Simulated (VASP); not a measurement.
# ZnSe (I-4m2) in VASP: single point with PBEsol

Aim: the single point of ZnSe with PBEsol.

All numbers are computed with VASP 6.6.1; they aren't measurements. Logs are shortened: lines on timing, memory, paths and dates and some standing lists are left out, and cuts for length are marked.

### 1 The cell of the first run

It takes space group I-4m2 (No. 119, tetragonal). Conventional cell: a = 4.023 Å, b = 4.023 Å, c = 5.566 Å, α = 90.00°, β = 90.00°, γ = 90.00°. Zn (site symmetry -4m2) has 4 Se at 2.45 Å within 3.2 Å. Se (site symmetry -4m2) has 4 Zn at 2.45 Å within 3.2 Å.

### 2 Single point, PBEsol

INCAR

```
ALGO = Normal ; EDIFF = 1E-6
ENCUT = 500 ; GGA = PS
GGA_COMPAT = False ; ISIF = 2
ISMEAR = 0 ; LASPH = True
LCHARG = True ; LELF = True
LREAL = False ; LVHAR = True
LWAVE = False ; NBANDS = 16
NELM = 120 ; PREC = Accurate
SIGMA = 0.01
```

KPOINTS

```
k-points
0
Gamma
  4 4 4
```

POSCAR

```
ZnSe
1.0
    0.0000000000      2.8448691876      2.7830427661
    2.8448691876      0.0000000000      2.7830427661
    2.8448691876      2.8448691876      0.0000000000
Zn Se
1 1
Direct
    0.0000000000      0.0000000000      0.0000000000
    0.2500000000      0.2500000000      0.2500000000
```

Potentials or basis: VASP PAW PBE potentials, release 64 (Zn, Se).

Command:

```bash
$ cat potpaw_PBE.64/Zn/POTCAR potpaw_PBE.64/Se/POTCAR > POTCAR
$ mpirun -np 1 vasp_std > vasp.out
```

OUTCAR:

```text
EDIFF = 1E-6
   ENCUT = 500
   GGA = PS
   ISIF = 2
   ISMEAR = 0
   LASPH = True
   LREAL = False
   NELM = 120
   PREC = Accurate

 ion  position               nearest neighbor table
   1  0.000  0.000  0.000-   2 2.45   2 2.45   2 2.45   2 2.45
   2  0.250  0.250  0.250-   1 2.45   1 2.45   1 2.45   1 2.45

  LATTYP: Found a body centered tetragonal cell.
 ALAT       =     4.0232525883
 C/A-ratio  =     1.3834790161

  Lattice vectors:

 A1 = (   0.0000000000,  -2.8448691876,  -2.7830427661)
 A2 = (   0.0000000000,   2.8448691876,  -2.7830427661)
 A3 = (   2.8448691876,   0.0000000000,   2.7830427661)

Analysis of symmetry for initial positions (statically):
=====================================================================
 Subroutine PRICEL returns:
 Original cell was already a primitive cell.

 Routine SETGRP: Setting up the symmetry group for a
 body centered tetragonal supercell.

 Subroutine GETGRP returns: Found  8 space group operations
 (whereof  8 operations were pure point group operations)
 out of a pool of 16 trial point group operations.

The static configuration has the point symmetry D_2d.

Analysis of symmetry for dynamics (positions and initial velocities):
=====================================================================
 Subroutine PRICEL returns:
 Original cell was already a primitive cell.

 Routine SETGRP: Setting up the symmetry group for a
 body centered tetragonal supercell.

 Subroutine GETGRP returns: Found  8 space group operations
 (whereof  8 operations were pure point group operations)
 out of a pool of 16 trial point group operations.

The dynamic configuration has the point symmetry D_2d.

 Subroutine INISYM returns: Found  8 space group operations
 (whereof  8 operations are pure point group operations),
 and found     1 'primitive' translations

----------------------------------------------------------------------------------------

                                     Primitive cell

  volume of cell :      45.0479

  direct lattice vectors                    reciprocal lattice vectors
     0.000000000  2.844869188  2.783042766    -0.175755006  0.175755006  0.179659474
     2.844869188  0.000000000  2.783042766     0.175755006 -0.175755006  0.179659474
     2.844869188  2.844869188  0.000000000     0.175755006  0.175755006 -0.179659474

  length of vectors
     3.979774834  3.979774834  4.023252588     0.306687415  0.306687415  0.306687415

  position of ions in fractional coordinates (direct lattice)
     0.000000000  0.000000000  0.000000000
     0.250000000  0.250000000  0.250000000

  ion indices of the primitive-cell ions
   primitive index   ion index
                 1           1
                 2           2

----------------------------------------------------------------------------------------

 KPOINTS: k-points

Automatic generation of k-mesh.
 Grid dimensions read from file:
 generate k-points for:    4    4    4

 Generating k-lattice:

  Cartesian coordinates                     Fractional coordinates (reciprocal lattice)
    -0.043938751  0.043938751  0.044914869     0.250000000  0.000000000  0.000000000
     0.043938751 -0.043938751  0.044914869     0.000000000  0.250000000  0.000000000
     0.043938751  0.043938751 -0.044914869    -0.000000000 -0.000000000  0.250000000

  Length of vectors
     0.076671854  0.076671854  0.076671854

  Shift w.r.t. Gamma in fractional coordinates (k-lattice)
     0.000000000  0.000000000  0.000000000

 Subroutine IBZKPT returns following result:
 ===========================================

 Found     13 irreducible k-points:

 Following reciprocal coordinates:
            Coordinates               Weight
  0.000000  0.000000  0.000000      1.000000
  0.250000  0.000000  0.000000      8.000000
  0.500000  0.000000  0.000000      4.000000
  0.250000  0.250000  0.000000      2.000000
  0.500000  0.250000  0.000000      8.000000
 -0.250000  0.250000  0.000000      4.000000
  0.500000  0.500000  0.000000      1.000000
  0.250000  0.000000  0.250000      4.000000
  0.500000  0.000000  0.250000     16.000000
 -0.250000 -0.000000  0.250000      8.000000
 -0.250000  0.500000  0.250000      4.000000
  0.500000  0.000000  0.500000      2.000000
 -0.250000  0.250000  0.500000      2.000000
   k-points           NKPTS =     13   k-points in BZ     NKDIM =     13   number of bands    NBANDS=     16
   number of dos      NEDOS =    301   number of ions     NIONS =      2
   total plane-waves  NPLWV =  27000
   dimension x,y,z NGX =    30 NGY =   30 NGZ =   30
   dimension x,y,z NGXF=    60 NGYF=   60 NGZF=   60
   ions per type =               1   1
   NGX,Y,Z   is equivalent  to a cutoff of  12.53, 12.53, 12.40 a.u.
   NGXF,Y,Z  is equivalent  to a cutoff of  25.06, 25.06, 24.79 a.u.
 SYSTEM =  unknown system
   PREC   = accura    normal or accurate (medium, high low for compatibility)
   ISTART =      0    job   : 0-new  1-cont  2-samecut
   ICHARG =      2    charge: 1-file 2-atom 10-const
   ISPIN  =      1    spin polarized calculation?
   LNONCOLLINEAR =      F non collinear calculations
   LSORBIT =      F    spin-orbit coupling
   LASPH  =      T    aspherical Exc in radial PAW
   ENCUT  =  500.0 eV  36.75 Ry    6.06 a.u.   7.26  7.26  7.34*2*pi/ulx,y,z
   NELM   =    120;   NELMIN=  2; NELMDL= -5     # of ELM steps
   EDIFF  = 0.1E-05   stopping-criterion for ELM
   LREAL  =      F    real-space projection
   EDIFFG = 0.1E-04   stopping-criterion for IOM
   NSW    =      0    number of steps for IOM
   IBRION =     -1    ionic relax: 0-MD 1-quasi-New 2-CG
   NFREE  =      0    steps in history (QN), initial steepest desc. (CG)
   ISIF   =      2    stress and relaxation
   ISYM   =      2    0-nonsym 1-usesym 2-fastsym
   POTIM  = 0.5000    time-step for ionic-motion
   TEBEG  =    0.0;   TEEND  =   0.0 temperature during run
   PSTRESS=    0.0 pullay stress
   NELECT =      18.0000    total number of electrons
   NUPDOWN=      -1.0000    fix difference up-down
   EMIN   =  10.00;   EMAX   =-10.00  energy-range for DOS
   EFERMI =   0.00;   METHOD = LEGACY
   ISMEAR =     0;   SIGMA  =   0.01  broadening in eV -4-tet -1-fermi 0-gaus
   EFERMI_NEDOS =   21; number of points for ismear=-14 and -15
   IALGO  =     38    algorithm
   IMIX   =      4    mixing-type and parameters
     AMIX     =   0.40;   BMIX     =  1.00
     AMIX_MAG =   1.60;   BMIX_MAG =  1.00
  volume/ion in A,a.u.               =      22.52       152.00
  Fermi-wavevector in a.u.,A,eV,Ry     =   1.205797  2.278626 19.782139  1.453946
  Thomas-Fermi vector in A             =   2.341483
   LORBIT       =      0    0 simple, 1 ext, 2 COOP (PROOUT), +10 PAW based schemes
   GGA     = PS    functional components
   LHFCALC =     F    Hartree Fock is set to
   AEXX    =    0.0000 exact exchange contribution
   IVDW    =     0    specifies the selected vdW correction
   LEPSILON=     F    determine dielectric tensor
   LRPA    =     F    only Hartree local field effects (RPA)
 non-spin polarized calculation
 Gauss-broadening in eV      SIGMA  =   0.01
  energy-cutoff  :      500.00
  volume of cell :       45.05
 maximum number of plane-waves:      1162
 NGX is ok and might be reduce to    30
   NGX = 15   NGY = 15   NGZ = 15

 number of electron      18.0000001 magnetization

 Free energy of the ion-electron system (eV)
  ---------------------------------------------------
  ext. energy  EPLUGINS =         0.00000000
  ---------------------------------------------------
  free energy    TOTEN  =        -6.69896061 eV

  energy without entropy =       -6.69896061  energy(sigma->0) =       -6.69896061

 E-fermi :   1.7347     XC(G=0):  -9.5602

 val. band max:        1.6615908302   @ k =   0.0000   0.0000   0.0000
 cond. band min:       2.8038086110   @ k =   0.0000   0.0000   0.0000
 fundamental gap:      1.1422177808
 Fermi energy:         1.7347300715

 k-point     1 :       0.0000    0.0000    0.0000
  band No.  band energies     occupation
      1     -11.7382      2.00000
      2      -5.0185      2.00000
      3      -5.0185      2.00000
      4      -5.0087      2.00000
      5      -4.6404      2.00000
      6      -4.6361      2.00000
[... 8 lines left out ...]
     15      12.8409      0.00000
     16      13.2225      0.00000

 k-point     2 :       0.2500    0.0000    0.0000
  band No.  band energies     occupation
      1     -11.3632      2.00000
      2      -4.9681      2.00000
      3      -4.9640      2.00000
      4      -4.9535      2.00000
      5      -4.6382      2.00000
      6      -4.6381      2.00000
[... 8 lines left out ...]
     15      11.9308      0.00000
     16      12.2290      0.00000

 k-point     3 :       0.5000    0.0000    0.0000
  band No.  band energies     occupation
      1     -10.9182      2.00000
      2      -4.9329      2.00000
      3      -4.9197      2.00000
      4      -4.6229      2.00000
      5      -4.6159      2.00000
      6      -4.4750      2.00000
[... 8 lines left out ...]
     15      14.5772      0.00000
     16      14.7806      0.00000

 k-point     4 :       0.2500    0.2500    0.0000
  band No.  band energies     occupation
      1     -11.2252      2.00000
      2      -5.0306      2.00000
      3      -4.9062      2.00000
      4      -4.9062      2.00000
      5      -4.6605      2.00000
      6      -4.6132      2.00000
[... 8 lines left out ...]
     15      13.7530      0.00000
     16      15.3939      0.00000

 k-point     5 :       0.5000    0.2500    0.0000
  band No.  band energies     occupation
      1     -10.7772      2.00000
      2      -4.9324      2.00000
      3      -4.8467      2.00000
      4      -4.7524      2.00000
      5      -4.6077      2.00000
      6      -4.4834      2.00000
[... 8 lines left out ...]
     15      14.8712      0.00000
     16      15.7650      0.00000

 k-point     6 :      -0.2500    0.2500    0.0000
  band No.  band energies     occupation
      1     -10.9419      2.00000
      2      -4.9109      2.00000
      3      -4.8999      2.00000
      4      -4.7581      2.00000
      5      -4.6497      2.00000
      6      -4.5997      2.00000
[... 8 lines left out ...]
     15      13.3375      0.00000
     16      15.6065      0.00000

 k-point     7 :       0.5000    0.5000    0.0000
  band No.  band energies     occupation
      1     -10.6169      2.00000
      2      -4.9985      2.00000
      3      -4.7584      2.00000
      4      -4.7584      2.00000
      5      -4.5860      2.00000
      6      -4.4373      2.00000
[... 8 lines left out ...]
     15      15.4928      0.00000
     16      15.9696      0.00000

 k-point     8 :       0.2500    0.0000    0.2500
  band No.  band energies     occupation
      1     -11.2433      2.00000
      2      -5.0358      2.00000
      3      -4.9071      2.00000
      4      -4.8929      2.00000
      5      -4.6680      2.00000
      6      -4.6131      2.00000
[... 8 lines left out ...]
     15      13.9629      0.00000
     16      15.2458      0.00000

 k-point     9 :       0.5000    0.0000    0.2500
  band No.  band energies     occupation
      1     -10.7944      2.00000
      2      -4.9372      2.00000
      3      -4.8396      2.00000
      4      -4.7418      2.00000
      5      -4.6119      2.00000
      6      -4.4998      2.00000
[... 8 lines left out ...]
     15      14.8303      0.00000
     16      15.5923      0.00000

 k-point    10 :      -0.2500   -0.0000    0.2500
  band No.  band energies     occupation
      1     -10.9381      2.00000
      2      -4.9206      2.00000
      3      -4.8917      2.00000
      4      -4.7678      2.00000
      5      -4.6510      2.00000
      6      -4.5819      2.00000
[... 8 lines left out ...]
     15      13.6028      0.00000
     16      15.6211      0.00000

 k-point    11 :      -0.2500    0.5000    0.2500
  band No.  band energies     occupation
      1     -10.6293      2.00000
      2      -4.8977      2.00000
      3      -4.8089      2.00000
      4      -4.6806      2.00000
      5      -4.6655      2.00000
      6      -4.3243      2.00000
[... 8 lines left out ...]
     15      15.4929      0.00000
     16      15.6677      0.00000

 k-point    12 :       0.5000    0.0000    0.5000
  band No.  band energies     occupation
      1     -10.6512      2.00000
      2      -4.9970      2.00000
      3      -4.7646      2.00000
      4      -4.7451      2.00000
      5      -4.5897      2.00000
      6      -4.4646      2.00000
[... 8 lines left out ...]
     15      15.4928      0.00000
     16      15.9154      0.00000

 k-point    13 :      -0.2500    0.2500    0.5000
  band No.  band energies     occupation
      1     -10.6447      2.00000
      2      -4.9067      2.00000
      3      -4.7942      2.00000
      4      -4.6690      2.00000
      5      -4.6662      2.00000
      6      -4.3313      2.00000
[... 8 lines left out ...]
     15      15.1549      0.00000
     16      15.5200      0.00000

------------------------ aborting loop because EDIFF is reached ----------------------------------------

  FORCE on cell =-STRESS in cart. coord.  units (eV):
  Direction    XX          YY          ZZ          XY          YZ          ZX
  --------------------------------------------------------------------------------------
  -------------------------------------------------------------------------------------
  Total       -0.0425543     -0.0425543      0.1724028      0.0000000      0.0000000      0.0000000
  in kB       -1.5134912     -1.5134912      6.1316936      0.0000000      0.0000000      0.0000000
  external PRESSURE =       1.0349037 kB  Pullay stress =       0.0000000 kB

 VOLUME and BASIS-vectors are now :
 -----------------------------------------------------------------------------
  energy-cutoff  :      500.00
  volume of cell :       45.05
      direct lattice vectors                 reciprocal lattice vectors
     0.000000000  2.844869188  2.783042766    -0.175755006  0.175755006  0.179659474
     2.844869188  0.000000000  2.783042766     0.175755006 -0.175755006  0.179659474
     2.844869188  2.844869188  0.000000000     0.175755006  0.175755006 -0.179659474

 POSITION                                       TOTAL-FORCE (eV/Angst)
 -----------------------------------------------------------------------------------
      0.00000      0.00000      0.00000        -0.000000     -0.000000      0.000000
      1.42243      1.42243      1.39152         0.000000      0.000000     -0.000000
 -----------------------------------------------------------------------------------
    total drift:                               -0.000001     -0.000001      0.000001

  FREE ENERGIE OF THE ION-ELECTRON SYSTEM (eV)
  ---------------------------------------------------
  free  energy   TOTEN  =        -6.6989606143 eV

  energy  without entropy=       -6.6989606143  energy(sigma->0) =       -6.69896061
```

Run time: 11 s. Hardware: 1 thread of Intel Xeon Platinum 8488C (Sapphire Rapids), shared host; peak memory 0.16 GiB.

What came out:

```
Free energy            : -6.6990 eV
Pressure               : 0.1 GPa
Band gap on the k mesh : 1.14 eV
```

Stress tensor (GPa, compression positive):
```
-0.15  0.00  0.00
 0.00 -0.15  0.00
 0.00  0.00  0.61
```

Caveat: the k points lie up to 0.48 Å⁻¹ apart; the PAW data sets were made with another functional, which shifts forces and pressure a little.
